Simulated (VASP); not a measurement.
# Al3C2 (P-6m2) in VASP: relaxation of cell and atoms with PBE

Aim: the relaxation of cell and atoms of Al3C2 with PBE.

Program: VASP 6.6.1. These are calculated values, not measurements. Logs are shortened: lines on timing, memory, paths and dates and some standing lists are left out, and cuts for length are marked.

## Step 1: The cell of the first run

It takes space group P-6m2 (No. 187, hexagonal). The conventional cell has a = 3.437 Å, b = 3.437 Å, c = 8.358 Å, α = 90.00°, β = 90.00°, γ = 120.00°. Within 2.6 Å of Al (site symmetry -6m2) lie 3 Al at 1.98 Å and 6 C at 2.21 Å. Al (site symmetry -6m2) has 14 Al at 3.44 to 4.63 Å and 6 C at 3.76 Å within 4.7 Å. Al (site symmetry -6m2) has 3 Al at 1.98 Å and 6 C at 2.21 Å within 2.6 Å. C (site symmetry 3m) has 1 C at 1.96 Å and 6 Al at 2.21 Å within 2.6 Å.

The cell was generated, and may not be a known phase.

## Step 2: Relaxation of cell and atoms, PBE, collinear spin

INCAR

```
  PREC = Accurate
  ENCUT = 1300
  EDIFF = 1E-7
  ISMEAR = 0
  SIGMA = 0.1
  LREAL = False
  LASPH = True
  NELM = 200
  ALGO = Normal
  ISIF = 3
  LWAVE = False
  LCHARG = False
  ISPIN = 2
  MAGMOM = 0 0 0 1 1
  LORBIT = 11
  GGA = PE
  IBRION = 2
  NSW = 90
  EDIFFG = -0.04
  GGA_COMPAT = False
  NELMIN = 4
```

KPOINTS

```
regular mesh
0
Gamma
  6 6 2
```

POSCAR

```
Al3C2
1.0
    3.4374754100      0.0000000000      0.0000000000
   -1.7187377000      2.9769410300      0.0000000000
    0.0000000000      0.0000000000      8.3576737800
Al C
3 2
Direct
    0.6666666700      0.3333333300      0.0000000000
    0.3333333300      0.6666666700      0.5000000000
    0.3333333300      0.6666666700      0.0000000000
    0.0000000000      0.0000000000      0.1172691800
    0.0000000000      0.0000000000      0.8827308200
```

Potentials or basis: VASP PAW PBE potentials, release 64 (Al, C_h).

On the command line:

```
$ cat potpaw_PBE.64/Al/POTCAR potpaw_PBE.64/C_h/POTCAR > POTCAR
$ mpirun -np 1 vasp_std > vasp.out
```

OUTCAR:

```text
PREC = Accurate
   ENCUT = 1300
   EDIFF = 1E-7
   ISMEAR = 0
   LREAL = False
   LASPH = True
   NELM = 200
   ISIF = 3
   ISPIN = 2
   LORBIT = 11
   GGA = PE
   IBRION = 2
   NSW = 90
   EDIFFG = -0.04
   NELMIN = 4

 ion  position               nearest neighbor table
   1  0.667  0.333  0.000-   3 1.98   3 1.98   3 1.98   5 2.21   4 2.21   4 2.21   5 2.21   4 2.21
                             5 2.21
   2  0.333  0.667  0.500-
   3  0.333  0.667  0.000-   1 1.98   1 1.98   1 1.98   5 2.21   4 2.21   5 2.21   4 2.21   5 2.21
                             4 2.21
   4  0.000  0.000  0.117-   1 2.21   3 2.21   3 2.21   1 2.21   1 2.21   3 2.21
   5  0.000  0.000  0.883-   1 2.21   3 2.21   3 2.21   1 2.21   1 2.21   3 2.21

  LATTYP: Found a hexagonal cell.
 ALAT       =     3.4374754100
 C/A-ratio  =     2.4313406739

  Lattice vectors:

 A1 = (   3.4374754100,   0.0000000000,   0.0000000000)
 A2 = (  -1.7187377000,   2.9769410300,   0.0000000000)
 A3 = (   0.0000000000,   0.0000000000,   8.3576737800)

Analysis of symmetry for initial positions (statically):
=====================================================================
 Subroutine PRICEL returns:
 Original cell was already a primitive cell.

 Routine SETGRP: Setting up the symmetry group for a
 hexagonal supercell.

 Subroutine GETGRP returns: Found 12 space group operations
 (whereof 12 operations were pure point group operations)
 out of a pool of 24 trial point group operations.

The static configuration has the point symmetry D_3h.

Analysis of symmetry for dynamics (positions and initial velocities):
=====================================================================
 Subroutine PRICEL returns:
 Original cell was already a primitive cell.

 Routine SETGRP: Setting up the symmetry group for a
 hexagonal supercell.

 Subroutine GETGRP returns: Found 12 space group operations
 (whereof 12 operations were pure point group operations)
 out of a pool of 24 trial point group operations.

The dynamic configuration has the point symmetry D_3h.

Analysis of structural, dynamic, and magnetic symmetry:
=====================================================================
 Subroutine PRICEL returns:
 Original cell was already a primitive cell.

 Routine SETGRP: Setting up the symmetry group for a
 hexagonal supercell.

 Subroutine GETGRP returns: Found 12 space group operations
 (whereof 12 operations were pure point group operations)
 out of a pool of 24 trial point group operations.

The overall configuration has the point symmetry D_3h.

 Subroutine INISYM returns: Found 12 space group operations
 (whereof 12 operations are pure point group operations),
 and found     1 'primitive' translations
[... 142 lines left out ...]

------------------------ aborting loop because EDIFF is reached ----------------------------------------

  FORCE on cell =-STRESS in cart. coord.  units (eV):
  Direction    XX          YY          ZZ          XY          YZ          ZX
  --------------------------------------------------------------------------------------
  -------------------------------------------------------------------------------------
  Total       16.1447940     16.1447940     -1.8885448      0.0000000     -0.0000000      0.0000000
  in kB      302.4459990    302.4459990    -35.3787614      0.0000005     -0.0000000      0.0000000
  external PRESSURE =     189.8377455 kB  Pullay stress =       0.0000000 kB
[... 98 lines left out ...]
  FREE ENERGIE OF THE ION-ELECTRON SYSTEM (eV)
  ---------------------------------------------------
  free  energy   TOTEN  =       -18.8644676770 eV

  energy  without entropy=      -18.8507470356  energy(sigma->0) =      -18.85760736

 E-fermi :   3.8587     XC(G=0):  -8.8637

 val. band max:        3.7630323910   @ k =   0.0000   0.0000   0.0000
 cond. band min:       3.8758948702   @ k =   0.3333   0.3333   0.0000
 fundamental gap:      0.1128624791
 Fermi energy:         3.8587070358

 spin component 1

 k-point     1 :       0.0000    0.0000    0.0000
  band No.  band energies     occupation
      1     -10.9091      1.00000
      2      -3.0891      1.00000
      3      -1.9052      1.00000
      4      -0.4268      1.00000
      5      -0.4268      1.00000
      6       1.3581      1.00000
      7       3.1820      1.00000
      8       3.3825      1.00000
      9       3.3825      1.00000
     10       3.7630      0.91198
     11       5.4547      0.00000
[... 423 lines left out ...]
  band No.  band energies     occupation
      1     -10.6164      1.00000
      2      -3.1197      1.00000
      3      -2.8294      1.00000
      4      -1.5544      1.00000
      5      -0.5720      1.00000
      6       1.5894      1.00000
      7       2.2437      1.00000
      8       2.9854      1.00000
      9       3.6825      0.99364
     10       4.8516      0.00000
     11       6.3791      0.00000
     12       7.2280      0.00000
     13       8.4483      0.00000

[... ionic steps 4 to 31 ...]

--------------------------------------- Ionic step       32  -------------------------------------------

 number of electron      17.0000000 magnetization      -0.0000005

 number of electron      17.0000000 magnetization       0.0000015
[... 79 lines left out ...]
 number of electron      17.0000000 magnetization      -0.0000009

 number of electron      17.0000000 magnetization       0.0000013

 Free energy of the ion-electron system (eV)
  ---------------------------------------------------
  ext. energy  EPLUGINS =         0.00000000
  ---------------------------------------------------
  free energy    TOTEN  =       -22.15778647 eV

  energy without entropy =      -22.14605516  energy(sigma->0) =      -22.15192082

 E-fermi :   3.9483     XC(G=0):  -8.9463

 val. band max:        3.8656304372   @ k =   0.1667  -0.0000   0.0000
 cond. band min:       3.9762703385   @ k =   0.1667  -0.0000   0.0000
 fundamental gap:      0.1106399013
 Fermi energy:         3.9483002686

 spin component 1

 k-point     1 :       0.0000    0.0000    0.0000
  band No.  band energies     occupation
      1     -10.7191      1.00000
      2      -3.0928      1.00000
      3      -1.6182      1.00000
      4      -0.2526      1.00000
      5      -0.2526      1.00000
      6       1.6979      1.00000
      7       3.2470      1.00000
      8       3.4163      1.00000
      9       3.4163      1.00000
     10       3.8263      0.95779
     11       5.5092      0.00000
[... 467 lines left out ...]
  FREE ENERGIE OF THE ION-ELECTRON SYSTEM (eV)
  ---------------------------------------------------
  free  energy   TOTEN  =       -22.1577864715 eV

  energy  without entropy=      -22.1460551598  energy(sigma->0) =      -22.15192082

 reached required accuracy - stopping structural energy minimisation

 total charge

# of ion       s       p       d       tot
------------------------------------------
    1        0.533   0.224   0.000   0.756
    2        0.538   0.211   0.000   0.748
    3        0.463   0.329   0.000   0.792
    4        0.535   0.856   0.000   1.391
    5        0.535   0.856   0.000   1.391
--------------------------------------------------
tot          2.604   2.475   0.000   5.079

 magnetization (x)

# of ion       s       p       d       tot
------------------------------------------
    1       -0.000  -0.000   0.000  -0.000
    2       -0.000  -0.000   0.000  -0.000
    3        0.000  -0.000   0.000  -0.000
    4       -0.000  -0.000   0.000  -0.000
    5       -0.000  -0.000   0.000  -0.000
--------------------------------------------------
tot         -0.000  -0.000   0.000  -0.000
```

It took 26 min on 1 thread of Intel Xeon 6975P-C (Granite Rapids), shared host; peak memory 0.58 GiB.

Results:

```yaml
Free_energy: -22.1578 eV
Relaxed_volume: 18.66 Å³/atom
Relaxed_cell: a = 4.581 Å, b = 4.581 Å, c = 5.135 Å, α = 90.00°, β = 90.00°, γ = 120.00°
Space_group_after_relaxing_to_0.1_Å: P-6m2 (No. 187)
Pressure_after_relaxing: 0.0 GPa
Largest_force_after_relaxing: 0.004 eV/Å
Net_moment: 0.00 μB per cell
Valence_electrons_inside_the_program's_atomic_spheres: Al 0.76, 0.75, 0.79; C 1.39
```

Forces on the atoms (eV/Å):
```
Al   0.000  0.000  0.000
Al   0.000  0.000  0.000
Al   0.000  0.000  0.000
C    0.000  0.000 -0.004
C    0.000  0.000  0.004
```

Final structure:
```
Al C
1.0
     4.58083    0.00000    0.00000
    -2.29041    3.96711    0.00000
     0.00000    0.00000    5.13469
Al C
3 2
Direct
  0.66667 0.33333 0.00000
  0.33333 0.66667 0.50000
  0.33333 0.66667 0.00000
  0.00000 0.00000 0.12805
  0.00000 0.00000 0.87195
```

Caveat: the k points lie up to 0.61 Å⁻¹ apart in the final cell; a cell axis changed by over 15 % at a fixed basis, so the end point is rough.
